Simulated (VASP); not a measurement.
# Ag (Im-3m) in VASP: further runs

The runs below take Ag through relaxation of cell and atoms, single point, with r2SCAN.

Everything below comes from runs of VASP 6.6.1. Logs are shortened: lines on timing, memory, paths and dates and some standing lists are left out, and cuts for length are marked.

## (1) The cell of the first run

It takes space group Im-3m (No. 229, cubic). The conventional cell has a = 3.243 Å, b = 3.243 Å, c = 3.243 Å, α = 90.00°, β = 90.00°, γ = 90.00°. Ag (site symmetry m-3m) has 14 Ag at 2.81 to 3.24 Å within 3.7 Å.

This isn't the form of Ag at room conditions, which is fcc.

## (2) Relaxation of cell and atoms, r2SCAN

POSCAR reads:

```
Ag
1.0
   -1.6216095446      1.6216095446      1.6216095446
    1.6216095446     -1.6216095446      1.6216095446
    1.6216095446      1.6216095446     -1.6216095446
Ag
1
Direct
    0.0000000000      0.0000000000      0.0000000000
```

INCAR.step1 reads:

```
  ALGO = Normal
  EDIFF = 1E-4
  ENCUT = 600
  GGA = PE
  ISMEAR = -1
  LASPH = True
  LCHARG = False
  LREAL = False
  LWAVE = True
  NELM = 80
  PREC = Accurate
  SIGMA = 0.1
```

INCAR.step2 reads:

```
  ALGO = Normal
  EDIFF = 1E-7
  EDIFFG = -0.01
  ENCUT = 600
  IBRION = 2
  ISIF = 3
  ISMEAR = -1
  ISTART = 1
  LASPH = True
  LCHARG = False
  LMIXTAU = True
  LREAL = False
  LWAVE = False
  METAGGA = R2SCAN
  NELM = 80
  NSW = 80
  PREC = Accurate
  SIGMA = 0.1
```

KPOINTS reads:

```
k-points
0
Gamma
  14 14 14
```

Potentials or basis: VASP PAW PBE potentials, release 64 (Ag).

Run with:

```sh
> cat potpaw_PBE.64/Ag/POTCAR > POTCAR
> cp INCAR.step1 INCAR
> mpirun -np 1 vasp_std > vasp.out
> cp INCAR.step2 INCAR
> mpirun -np 1 vasp_std > vasp.out
```

OUTCAR:

```text
EDIFF = 1E-7
   EDIFFG = -0.01
   ENCUT = 600
   IBRION = 2
   ISIF = 3
   ISMEAR = -1
   ISTART = 1
   LASPH = True
   LREAL = False
   METAGGA = R2SCAN
   NELM = 80
   NSW = 80
   PREC = Accurate

 ion  position               nearest neighbor table
   1  0.000  0.000  0.000-

  LATTYP: Found a body centered cubic cell.
 ALAT       =     3.2432190892

  Lattice vectors:

 A1 = (  -1.6216095446,   1.6216095446,   1.6216095446)
 A2 = (   1.6216095446,  -1.6216095446,   1.6216095446)
 A3 = (   1.6216095446,   1.6216095446,  -1.6216095446)

Analysis of symmetry for initial positions (statically):
=====================================================================
 Subroutine PRICEL returns:
 Original cell was already a primitive cell.

 Routine SETGRP: Setting up the symmetry group for a
 body centered cubic supercell.

 Subroutine GETGRP returns: Found 48 space group operations
 (whereof 48 operations were pure point group operations)
 out of a pool of 48 trial point group operations.

The static configuration has the point symmetry O_h .

Analysis of symmetry for dynamics (positions and initial velocities):
=====================================================================
 Subroutine PRICEL returns:
 Original cell was already a primitive cell.

 Routine SETGRP: Setting up the symmetry group for a
 body centered cubic supercell.

 Subroutine GETGRP returns: Found 48 space group operations
 (whereof 48 operations were pure point group operations)
 out of a pool of 48 trial point group operations.

The dynamic configuration has the point symmetry O_h .

 Subroutine INISYM returns: Found 48 space group operations
 (whereof 48 operations are pure point group operations),
 and found     1 'primitive' translations

----------------------------------------------------------------------------------------

                                     Primitive cell

  volume of cell :      17.0569

  direct lattice vectors                    reciprocal lattice vectors
    -1.621609545  1.621609545  1.621609545     0.000000000  0.308335630  0.308335630
     1.621609545 -1.621609545  1.621609545     0.308335630  0.000000000  0.308335630
     1.621609545  1.621609545 -1.621609545     0.308335630  0.308335630  0.000000000

  length of vectors
     2.808710121  2.808710121  2.808710121     0.436052429  0.436052429  0.436052429

  position of ions in fractional coordinates (direct lattice)
     0.000000000  0.000000000  0.000000000

  ion indices of the primitive-cell ions
   primitive index   ion index
                 1           1

----------------------------------------------------------------------------------------

 KPOINTS: k-points

Automatic generation of k-mesh.
 Grid dimensions read from file:
 generate k-points for:   14   14   14

 Generating k-lattice:

  Cartesian coordinates                     Fractional coordinates (reciprocal lattice)
     0.000000000  0.022023974  0.022023974     0.071428571  0.000000000  0.000000000
     0.022023974  0.000000000  0.022023974     0.000000000  0.071428571  0.000000000
     0.022023974  0.022023974  0.000000000     0.000000000  0.000000000  0.071428571

  Length of vectors
     0.031146602  0.031146602  0.031146602

  Shift w.r.t. Gamma in fractional coordinates (k-lattice)
     0.000000000  0.000000000  0.000000000

 Subroutine IBZKPT returns following result:
 ===========================================

 Found    104 irreducible k-points:

 Following reciprocal coordinates:
            Coordinates               Weight
  0.000000  0.000000  0.000000      1.000000
  0.071429  0.000000  0.000000     12.000000
  0.142857  0.000000  0.000000     12.000000
  0.214286  0.000000  0.000000     12.000000
  0.285714  0.000000  0.000000     12.000000
  0.357143  0.000000  0.000000     12.000000
[... 16 lines left out ...]
  0.285714  0.285714  0.000000     24.000000
  0.357143  0.285714  0.000000     24.000000
 [... further k-points ...]
   k-points           NKPTS =    104   k-points in BZ     NKDIM =    104   number of bands    NBANDS=      9
   number of dos      NEDOS =    301   number of ions     NIONS =      1
   total plane-waves  NPLWV =  13824
   dimension x,y,z NGX =    24 NGY =   24 NGZ =   24
   dimension x,y,z NGXF=    48 NGYF=   48 NGZF=   48
   ions per type =               1
   NGX,Y,Z   is equivalent  to a cutoff of  14.21, 14.21, 14.21 a.u.
   NGXF,Y,Z  is equivalent  to a cutoff of  28.41, 28.41, 28.41 a.u.
 SYSTEM =  unknown system
   PREC   = accura    normal or accurate (medium, high low for compatibility)
   ISTART =      1    job   : 0-new  1-cont  2-samecut
   ICHARG =      0    charge: 1-file 2-atom 10-const
   ISPIN  =      1    spin polarized calculation?
   LNONCOLLINEAR =      F non collinear calculations
   LSORBIT =      F    spin-orbit coupling
   LASPH  =      T    aspherical Exc in radial PAW
   ENCUT  =  600.0 eV  44.10 Ry    6.64 a.u.   5.61  5.61  5.61*2*pi/ulx,y,z
   NELM   =     80;   NELMIN=  2; NELMDL=  0     # of ELM steps
   EDIFF  = 0.1E-06   stopping-criterion for ELM
   LREAL  =      F    real-space projection
   EDIFFG = -.1E-01   stopping-criterion for IOM
   NSW    =     80    number of steps for IOM
   IBRION =      2    ionic relax: 0-MD 1-quasi-New 2-CG
   NFREE  =      1    steps in history (QN), initial steepest desc. (CG)
   ISIF   =      3    stress and relaxation
   ISYM   =      2    0-nonsym 1-usesym 2-fastsym
   POTIM  = 0.5000    time-step for ionic-motion
   TEBEG  =    0.0;   TEEND  =   0.0 temperature during run
   PSTRESS=    0.0 pullay stress
   NELECT =      11.0000    total number of electrons
   NUPDOWN=      -1.0000    fix difference up-down
   EMIN   =  10.00;   EMAX   =-10.00  energy-range for DOS
   EFERMI =   0.00;   METHOD = LEGACY
   ISMEAR =    -1;   SIGMA  =   0.10  broadening in eV -4-tet -1-fermi 0-gaus
   EFERMI_NEDOS =   21; number of points for ismear=-14 and -15
   IALGO  =     38    algorithm
   IMIX   =      4    mixing-type and parameters
     AMIX     =   0.40;   BMIX     =  1.00
     AMIX_MAG =   1.60;   BMIX_MAG =  1.00
  volume/ion in A,a.u.               =      17.06       115.11
  Fermi-wavevector in a.u.,A,eV,Ry     =   1.414402  2.672832 27.218893  2.000532
  Thomas-Fermi vector in A             =   2.535948
   LORBIT       =      0    0 simple, 1 ext, 2 COOP (PROOUT), +10 PAW based schemes
   METAGGA = R2SCAN    functional components
   LHFCALC =     F    Hartree Fock is set to
   AEXX    =    0.0000 exact exchange contribution
   IVDW    =     0    specifies the selected vdW correction
   LEPSILON=     F    determine dielectric tensor
   LRPA    =     F    only Hartree local field effects (RPA)
 conjugate gradient relaxation of ions
 non-spin polarized calculation
  energy-cutoff  :      600.00
  volume of cell :       17.06
 maximum number of plane-waves:       586
   NGX = 11   NGY = 11   NGZ = 11

--------------------------------------- Ionic step        1  -------------------------------------------

 number of electron      10.9999999 magnetization

 Free energy of the ion-electron system (eV)
  ---------------------------------------------------
  ext. energy  EPLUGINS =         0.00000000
  ---------------------------------------------------
  free energy    TOTEN  =       -21.31848757 eV

  energy without entropy =      -21.30460919  energy(sigma->0) =      -21.31154838

------------------------ aborting loop because EDIFF is reached ----------------------------------------

  FORCE on cell =-STRESS in cart. coord.  units (eV):
  Direction    XX          YY          ZZ          XY          YZ          ZX
  --------------------------------------------------------------------------------------
  -------------------------------------------------------------------------------------
  Total        0.2751554      0.2751554      0.2751554      0.0000000     -0.0000000     -0.0000000
  in kB       25.8457908     25.8457908     25.8457908      0.0000000     -0.0000000     -0.0000000
  external PRESSURE =      25.8457908 kB  Pullay stress =       0.0000000 kB
[... 55 lines left out ...]
  energy  without entropy=      -21.3072106028  energy(sigma->0) =      -21.31383918

--------------------------------------- Ionic step        3  -------------------------------------------

 number of electron      11.0000003 magnetization

 Free energy of the ion-electron system (eV)
  ---------------------------------------------------
  ext. energy  EPLUGINS =         0.00000000
  ---------------------------------------------------
  free energy    TOTEN  =       -21.32174493 eV

  energy without entropy =      -21.30821985  energy(sigma->0) =      -21.31498239

 E-fermi :   8.1461     XC(G=0): -12.7951

 val. band max:        8.0915022152   @ k =  -0.3571   0.4286   0.1429
 cond. band min:       8.1708476488   @ k =   0.5000   0.0000   0.0000
 fundamental gap:      0.0793454336
 Fermi energy:         8.1460577496

 k-point     1 :       0.0000    0.0000    0.0000
  band No.  band energies     occupation
      1       0.3367      2.00000
      2       2.9338      2.00000
      3       2.9338      2.00000
      4       2.9338      2.00000
      5       4.2367      2.00000
      6       4.2367      2.00000
      7      26.7294      0.00000
      8      26.7294      0.00000
      9      26.7294      0.00000
[... 265 lines left out ...]
 k-point    24 :       0.3571    0.2857    0.0000
  band No.  band energies     occupation
      1       2.0837      2.00000
      2       2.7381      2.00000
      3       3.1601      2.00000
      4       4.2873      2.00000
      5       4.4626      2.00000
      6      12.0023      0.00000
      7      12.9563      0.00000
      8      14.6761      0.00000
      9      22.7493      0.00000

 [... further k-points ...]

------------------------ aborting loop because EDIFF is reached ----------------------------------------

  FORCE on cell =-STRESS in cart. coord.  units (eV):
  Direction    XX          YY          ZZ          XY          YZ          ZX
  --------------------------------------------------------------------------------------
  -------------------------------------------------------------------------------------
  Total        0.0013670      0.0013670      0.0013670      0.0000000      0.0000000     -0.0000000
  in kB        0.1253518      0.1253518      0.1253518      0.0000000      0.0000000     -0.0000000
  external PRESSURE =       0.1253518 kB  Pullay stress =       0.0000000 kB
[... 16 lines left out ...]
  FREE ENERGIE OF THE ION-ELECTRON SYSTEM (eV)
  ---------------------------------------------------
  free  energy   TOTEN  =       -21.3217449272 eV

  energy  without entropy=      -21.3082198519  energy(sigma->0) =      -21.31498239

 reached required accuracy - stopping structural energy minimisation
```

It took 57 s on 1 thread of Intel Xeon 6975P-C (Granite Rapids), shared host; peak memory 0.16 GiB.

What came out:

| Item | Value |
| --- | --- |
| Free energy | -21.3217 eV |
| Relaxed volume | 17.47 Å³/atom |
| Relaxed cell | a = 2.831 Å, b = 2.831 Å, c = 2.831 Å, α = 109.47°, β = 109.47°, γ = 109.47° |
| Space group after relaxing (to 0.1 Å) | Im-3m (No. 229) |
| Energy gained by relaxing | 3.3 meV/atom |
| Ionic steps | 3 |
| Pressure after relaxing | 0.0 GPa |
| Band gap on the k mesh | zero (an odd number of electrons rules out a gap without spin polarisation) |

The path:
| step | energy change (eV) | largest force (eV/Å) | pressure (GPa) | volume (Å³) |
| --- | --- | --- | --- | --- |
| 1 | 0.0000 | 0.0000 | 2.58 | 17.06 |
| 2 | -0.0020 | 0.0000 | -1.47 | 17.75 |
| 3 | -0.0033 | 0.0000 | 0.01 | 17.47 |

Final structure:
```cif
data_structure
_symmetry_space_group_name_H-M 'P 1'
_symmetry_Int_Tables_number 1
_cell_length_a 2.8313
_cell_length_b 2.8313
_cell_length_c 2.8313
_cell_angle_alpha 109.471
_cell_angle_beta 109.471
_cell_angle_gamma 109.471
_cell_volume 17.47
loop_
_atom_site_label
_atom_site_type_symbol
_atom_site_fract_x
_atom_site_fract_y
_atom_site_fract_z
_atom_site_occupancy
Ag1 Ag 0.00000 0.00000 0.00000 1
```

Caveat: the PAW data sets were made with another functional, which shifts forces and pressure a little.

## (3) Single point, r2SCAN, non-collinear spin, zero start, spin-orbit coupling

This run uses another cell than the first one, of 17.45 Å³/atom.

POSCAR reads:

```
Ag
1.0
   -1.6340219052      1.6340219052      1.6340219052
    1.6340219052     -1.6340219052      1.6340219052
    1.6340219052      1.6340219052     -1.6340219052
Ag
1
Direct
    0.0000000000      0.0000000000      0.0000000000
```

INCAR.step1 reads:

```
  PREC = Accurate
  ENCUT = 520
  ISMEAR = -1
  SIGMA = 0.1
  LREAL = False
  LASPH = True
  NELM = 150
  MAGMOM = 0 0 0
  LSORBIT = True
  GGA_COMPAT = False
  LMAXMIX = 4
  NBANDS = 22
  GGA = PE
  ALGO = Normal
  EDIFF = 1E-4
  LWAVE = True
  LCHARG = False
```

INCAR.step2 reads:

```
  PREC = Accurate
  ENCUT = 520
  EDIFF = 1E-6
  ISMEAR = -1
  SIGMA = 0.1
  LREAL = False
  LASPH = True
  NELM = 150
  ALGO = Normal
  ISIF = 2
  LWAVE = False
  LCHARG = True
  MAGMOM = 0 0 0
  LORBIT = 11
  LSORBIT = True
  GGA_COMPAT = False
  LORBMOM = True
  LMAXMIX = 4
  METAGGA = R2SCAN
  LMIXTAU = True
  LVHAR = True
  NBANDS = 22
  ISTART = 1
```

KPOINTS reads:

```
regular mesh
0
Gamma
  13 13 13
```

Potentials or basis: VASP PAW PBE potentials, release 64 (Ag).

Run with:

```sh
> cat potpaw_PBE.64/Ag/POTCAR > POTCAR
> cp INCAR.step1 INCAR
> mpirun -np 1 vasp_ncl > vasp.out
> cp INCAR.step2 INCAR
> mpirun -np 1 vasp_ncl > vasp.out
```

Run time: 1.8 min. Hardware: 1 thread of Intel Xeon 6975P-C (Granite Rapids), shared host; peak memory 0.24 GiB.

The run converged. Its results:

| Property | Result |
| --- | --- |
| Free energy | -21.3599 eV |
| Pressure | -0.3 GPa |
| Net moment | 0.00 μB per cell |
| Valence electrons inside the program's atomic spheres | Ag 9.90 |

Moments on the atoms (μB; x, y, z):
```
Ag  0.00 0.00 0.00
```

Caveat: the PAW data sets were made with another functional, which shifts forces and pressure a little.

The gap in the log of VASP goes by the Fermi energy; the results here count the filled bands.